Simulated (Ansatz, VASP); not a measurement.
# One calculation of WS2, two programs

```
W S
1.0
     3.15379    0.00000    0.00000
    -1.57689    2.73126    0.00000
     0.00000    0.00000   12.14329
W S
2 4
Cartesian
  0.0000 1.8208 3.0358
  1.5769 0.9104 9.1075
  0.0000 1.8208 7.5326
  1.5769 0.9104 1.4609
  0.0000 1.8208 10.6824
  1.5769 0.9104 4.6107
```

Alike in both runs: task single point; functional PBE; dispersion D3(BJ); k mesh 12 × 12 × 4; occupations gaussian, width 0.02 eV; no spin polarisation.

|  | VASP | Ansatz |
| --- | --- | --- |
| version | VASP 6.6.1 | Ansatz 0.2.0 |
| potentials or method | VASP PAW PBE potentials, release 64 (W_sv, S), cutoff 520 eV | scalar-relativistic, plane waves, PAW |
| valence electrons in the cell | 52 | 52 |

VASP gave:

```
gap on the k mesh at the Fermi level (eV) : 0.91
least direct gap on the mesh (eV)         : 1.84
```

Estimate Ansatz's values.

gap on the k mesh at the Fermi level (eV): 0.89; least direct gap on the mesh (eV): 1.83.

Neither program's run includes spin-orbit coupling.
